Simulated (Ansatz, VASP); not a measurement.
In in VASP and in Ansatz

```
In
1.0
    -1.88215    1.88215    1.88215
     1.88215   -1.88215    1.88215
     1.88215    1.88215   -1.88215
In
1
Cartesian
  0.0000 0.0000 0.0000
```

Alike in both runs: functional r2SCAN; k mesh 12 × 12 × 12; occupations fermi-dirac, width 0.1 eV; no spin polarisation.

Ansatz relaxed the structure, and its values are those at the end. VASP's run is a single point on that final structure, the one shown.

|  | VASP | Ansatz |
| --- | --- | --- |
| version | VASP 6.6.1 | Ansatz 0.2.0 |
| potentials or method | VASP PAW PBE potentials, release 64 (In_d), cutoff 550 eV | plane waves (500 eV) with PAW, scalar-relativistic |
| valence electrons in the cell | 13 | 13 |

```csv
,VASP,Ansatz,Ansatz less VASP
pressure (GPa),0.0,0.0,-0.03
```

VASP's potentials were made for PBE, not for r2SCAN. With one functional, cell and mesh, what is left measures potentials, basis and numerics.
